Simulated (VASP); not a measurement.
# Pb (Fm-3m) in VASP: a series of runs, part 2 of 2

VASP 6.6.1. The steps go on from the part before.

**3. Single point, LDA (volume scaled by 1.06)**

INCAR reads:

```
SYSTEM = Pb
  PREC = Accurate
  ENCUT = 520
  EDIFF = 1E-6
  ISMEAR = -1
  SIGMA = 0.05
  LREAL = .FALSE.
  LASPH = .TRUE.
  NELM = 80
  ALGO = Normal
  ISIF = 2
  LWAVE = .FALSE.
  LCHARG = .FALSE.
  GGA = CA
  NBANDS = 13
```

KPOINTS reads:

```
Automatic mesh
0
G
  13 13 13
  0 0 0
```

POSCAR reads:

```
Pb
1.0
    0.0000000000      2.5436839253      2.5436839253
    2.5436839253      0.0000000000      2.5436839253
    2.5436839253      2.5436839253      0.0000000000
Pb
1
Direct
    0.0000000000      0.0000000000      0.0000000000
```

Potentials or basis: VASP PAW LDA potentials, release 64 (Pb_d).

The run is started by

```console
$ cat potpaw_LDA.64/Pb_d/POTCAR > POTCAR
$ mpirun -np 1 vasp_std > vasp.out
```

OUTCAR:

```text
SYSTEM = Pb
   PREC = Accurate
   ENCUT = 520
   EDIFF = 1E-6
   ISMEAR = -1
   LREAL = .FALSE.
   LASPH = .TRUE.
   NELM = 80
   ISIF = 2
   GGA = CA

 ion  position               nearest neighbor table
   1  0.000  0.000  0.000-

  LATTYP: Found a face centered cubic cell.
 ALAT       =     5.0873678506

  Lattice vectors:

 A1 = (   0.0000000000,   2.5436839253,   2.5436839253)
 A2 = (   2.5436839253,   0.0000000000,   2.5436839253)
 A3 = (   2.5436839253,   2.5436839253,   0.0000000000)

Analysis of symmetry for initial positions (statically):
=====================================================================
 Subroutine PRICEL returns:
 Original cell was already a primitive cell.

 Routine SETGRP: Setting up the symmetry group for a
 face centered cubic supercell.

 Subroutine GETGRP returns: Found 48 space group operations
 (whereof 48 operations were pure point group operations)
 out of a pool of 48 trial point group operations.

The static configuration has the point symmetry O_h .

Analysis of symmetry for dynamics (positions and initial velocities):
=====================================================================
 Subroutine PRICEL returns:
 Original cell was already a primitive cell.

 Routine SETGRP: Setting up the symmetry group for a
 face centered cubic supercell.

 Subroutine GETGRP returns: Found 48 space group operations
 (whereof 48 operations were pure point group operations)
 out of a pool of 48 trial point group operations.

The dynamic configuration has the point symmetry O_h .

 Subroutine INISYM returns: Found 48 space group operations
 (whereof 48 operations are pure point group operations),
 and found     1 'primitive' translations

----------------------------------------------------------------------------------------

                                     Primitive cell

  volume of cell :      32.9169

  direct lattice vectors                    reciprocal lattice vectors
     0.000000000  2.543683925  2.543683925    -0.196565302  0.196565302  0.196565302
     2.543683925  0.000000000  2.543683925     0.196565302 -0.196565302  0.196565302
     2.543683925  2.543683925  0.000000000     0.196565302  0.196565302 -0.196565302

  length of vectors
     3.597312306  3.597312306  3.597312306     0.340461091  0.340461091  0.340461091

  position of ions in fractional coordinates (direct lattice)
     0.000000000  0.000000000  0.000000000

  ion indices of the primitive-cell ions
   primitive index   ion index
                 1           1

----------------------------------------------------------------------------------------

 KPOINTS: Automatic mesh

Automatic generation of k-mesh.
 Grid dimensions read from file:
 generate k-points for:   13   13   13

 Generating k-lattice:

  Cartesian coordinates                     Fractional coordinates (reciprocal lattice)
    -0.015120408  0.015120408  0.015120408     0.076923077  0.000000000  0.000000000
     0.015120408 -0.015120408  0.015120408     0.000000000  0.076923077  0.000000000
     0.015120408  0.015120408 -0.015120408     0.000000000  0.000000000  0.076923077

  Length of vectors
     0.026189315  0.026189315  0.026189315

  Shift w.r.t. Gamma in fractional coordinates (k-lattice)
     0.000000000  0.000000000  0.000000000

 Subroutine IBZKPT returns following result:
 ===========================================

 Found     84 irreducible k-points:

 Following reciprocal coordinates:
            Coordinates               Weight
  0.000000  0.000000  0.000000      1.000000
  0.076923  0.000000  0.000000      8.000000
  0.153846  0.000000  0.000000      8.000000
  0.230769  0.000000  0.000000      8.000000
  0.307692  0.000000  0.000000      8.000000
  0.384615  0.000000  0.000000      8.000000
[... 16 lines left out ...]
  0.384615  0.153846  0.000000     24.000000
  0.461538  0.153846  0.000000     24.000000
 [... further k-points ...]
   k-points           NKPTS =     84   k-points in BZ     NKDIM =     84   number of bands    NBANDS=     13
   number of dos      NEDOS =    301   number of ions     NIONS =      1
   total plane-waves  NPLWV =  21952
   dimension x,y,z NGX =    28 NGY =   28 NGZ =   28
   dimension x,y,z NGXF=    56 NGYF=   56 NGZF=   56
   ions per type =               1
   NGX,Y,Z   is equivalent  to a cutoff of  12.94, 12.94, 12.94 a.u.
   NGXF,Y,Z  is equivalent  to a cutoff of  25.88, 25.88, 25.88 a.u.
 SYSTEM =  Pb
   PREC   = accura    normal or accurate (medium, high low for compatibility)
   ISTART =      0    job   : 0-new  1-cont  2-samecut
   ICHARG =      2    charge: 1-file 2-atom 10-const
   ISPIN  =      1    spin polarized calculation?
   LNONCOLLINEAR =      F non collinear calculations
   LSORBIT =      F    spin-orbit coupling
   LASPH  =      T    aspherical Exc in radial PAW
   ENCUT  =  520.0 eV  38.22 Ry    6.18 a.u.   6.69  6.69  6.69*2*pi/ulx,y,z
   NELM   =     80;   NELMIN=  2; NELMDL= -5     # of ELM steps
   EDIFF  = 0.1E-05   stopping-criterion for ELM
   LREAL  =      F    real-space projection
   EDIFFG = 0.1E-04   stopping-criterion for IOM
   NSW    =      0    number of steps for IOM
   IBRION =     -1    ionic relax: 0-MD 1-quasi-New 2-CG
   NFREE  =      0    steps in history (QN), initial steepest desc. (CG)
   ISIF   =      2    stress and relaxation
   ISYM   =      2    0-nonsym 1-usesym 2-fastsym
   POTIM  = 0.5000    time-step for ionic-motion
   TEBEG  =    0.0;   TEEND  =   0.0 temperature during run
   PSTRESS=    0.0 pullay stress
   NELECT =      14.0000    total number of electrons
   NUPDOWN=      -1.0000    fix difference up-down
   EMIN   =  10.00;   EMAX   =-10.00  energy-range for DOS
   EFERMI =   0.00;   METHOD = LEGACY
   ISMEAR =    -1;   SIGMA  =   0.05  broadening in eV -4-tet -1-fermi 0-gaus
   EFERMI_NEDOS =   21; number of points for ismear=-14 and -15
   IALGO  =     38    algorithm
   IMIX   =      4    mixing-type and parameters
     AMIX     =   0.40;   BMIX     =  1.00
     AMIX_MAG =   1.60;   BMIX_MAG =  1.00
  volume/ion in A,a.u.               =      32.92       222.13
  Fermi-wavevector in a.u.,A,eV,Ry     =   1.231150  2.326536 20.622769  1.515731
  Thomas-Fermi vector in A             =   2.365971
   LORBIT       =      0    0 simple, 1 ext, 2 COOP (PROOUT), +10 PAW based schemes
   GGA     = CA    functional components
   LHFCALC =     F    Hartree Fock is set to
   AEXX    =    0.0000 exact exchange contribution
   IVDW    =     0    specifies the selected vdW correction
   LEPSILON=     F    determine dielectric tensor
   LRPA    =     F    only Hartree local field effects (RPA)
 non-spin polarized calculation
  energy-cutoff  :      520.00
  volume of cell :       32.92
 maximum number of plane-waves:       905
   NGX = 13   NGY = 13   NGZ = 13

 number of electron      14.0000001 magnetization

 Free energy of the ion-electron system (eV)
  ---------------------------------------------------
  ext. energy  EPLUGINS =         0.00000000
  ---------------------------------------------------
  free energy    TOTEN  =        -4.19180992 eV

  energy without entropy =       -4.18602220  energy(sigma->0) =       -4.18891606

 E-fermi :   6.1429     XC(G=0): -10.0686

 val. band max:        6.1168715221   @ k =  -0.3846   0.3077   0.0769
 cond. band min:       6.1649963115   @ k =  -0.2308   0.3077   0.0769
 fundamental gap:      0.0481247894
 Fermi energy:         6.1429026091

 k-point     1 :       0.0000    0.0000    0.0000
  band No.  band energies     occupation
      1     -10.8389      2.00000
      2     -10.8389      2.00000
      3     -10.8389      2.00000
      4     -10.7284      2.00000
      5     -10.7284      2.00000
      6      -5.1176      2.00000
      7      12.8330      0.00000
      8      12.8330      0.00000
      9      12.8331      0.00000
     10      15.8866      0.00000
     11      16.5519      0.00000
     12      18.0461      0.00000
     13      18.0461      0.00000
[... 353 lines left out ...]
 k-point    24 :       0.4615    0.1538    0.0000
  band No.  band energies     occupation
      1     -10.8607      2.00000
      2     -10.8069      2.00000
      3     -10.7804      2.00000
      4     -10.6799      2.00000
      5     -10.6190      2.00000
      6      -2.1506      2.00000
      7       3.4788      2.00000
      8       9.0617      0.00000
      9      10.1112      0.00000
     10      13.6768      0.00000
     11      17.6104      0.00000
     12      18.6878      0.00000
     13      19.3521      0.00000

 [... further k-points ...]

------------------------ aborting loop because EDIFF is reached ----------------------------------------

  FORCE on cell =-STRESS in cart. coord.  units (eV):
  Direction    XX          YY          ZZ          XY          YZ          ZX
  --------------------------------------------------------------------------------------
  -------------------------------------------------------------------------------------
  Total       -0.9558392     -0.9558392     -0.9558392     -0.0000000     -0.0000000      0.0000000
  in kB      -46.5238875    -46.5238875    -46.5238875     -0.0000000     -0.0000000      0.0000000
  external PRESSURE =     -46.5238875 kB  Pullay stress =       0.0000000 kB

 VOLUME and BASIS-vectors are now :
 -----------------------------------------------------------------------------
  energy-cutoff  :      520.00
  volume of cell :       32.92
      direct lattice vectors                 reciprocal lattice vectors
     0.000000000  2.543683925  2.543683925    -0.196565302  0.196565302  0.196565302
     2.543683925  0.000000000  2.543683925     0.196565302 -0.196565302  0.196565302
     2.543683925  2.543683925  0.000000000     0.196565302  0.196565302 -0.196565302

 POSITION                                       TOTAL-FORCE (eV/Angst)
 -----------------------------------------------------------------------------------
      0.00000      0.00000      0.00000         0.000000      0.000000     -0.000000
 -----------------------------------------------------------------------------------
    total drift:                               -0.000000     -0.000000     -0.000000

  FREE ENERGIE OF THE ION-ELECTRON SYSTEM (eV)
  ---------------------------------------------------
  free  energy   TOTEN  =        -4.1918099241 eV

  energy  without entropy=       -4.1860222032  energy(sigma->0) =       -4.18891606
```

stdout:

```text
POSCAR found type information on POSCAR Pb
 POSCAR found :  1 types and       1 ions
 scaLAPACK will be used
 LDA part: xc-table for (Slater(with rela. corr.)+CA(PZ))
 , standard interpolation
 POSCAR, INCAR and KPOINTS ok, starting setup
 FFT: planning ... GRIDC
 FFT: planning ... GRID_SOFT
 FFT: planning ... GRID
 WAVECAR not read
 entering main loop
```

Wall time 19 s (1 thread of Intel Xeon 6975P-C, shared host); peak memory 0.16 GiB.

What came out:

```yaml
Free_energy: -4.1918 eV
Pressure: -4.7 GPa
Band_gap_on_the_k_mesh: zero (band 7 reaches 12.83 eV, above the bottom of band 8 at 4.62 eV)
```

Caveat: spin-orbit coupling is left out, which moves the levels of the heavy elements.
